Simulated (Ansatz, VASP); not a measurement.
**HgTe in VASP and in Ansatz**

```
Hg Te
1.0
     0.00000    3.12409    3.12409
     3.12409    0.00000    3.12409
     3.12409    3.12409    0.00000
Hg Te
1 1
Direct
  0.00000 0.00000 0.00000
  0.75000 0.75000 0.75000
```

Alike in both runs: task single point; functional PBE; k mesh 12 × 12 × 12; occupations gaussian, width 0.1 eV; no spin polarisation.

|  | VASP | Ansatz |
| --- | --- | --- |
| version | VASP 6.6.1 | Ansatz 0.2.0 |
| potentials or method | VASP PAW PBE potentials, release 64 (Hg, Te), cutoff 520 eV | scalar-relativistic, plane waves, PAW |
| valence electrons in the cell | 18 | 36 |

Ansatz gave:

```
gap on the k mesh at the Fermi level (eV) : none
pressure (GPa)                            : 10.4
```

What did VASP give for the same quantities?

gap on the k mesh at the Fermi level (eV): none; pressure (GPa): 10.5.

A gap of «none» marks a metal or a gap that the smearing closes. VASP's potentials hold 18 valence electrons a cell and Ansatz's 36, so a difference there can come from the potentials and not from the codes.

Spin-orbit coupling is off throughout.
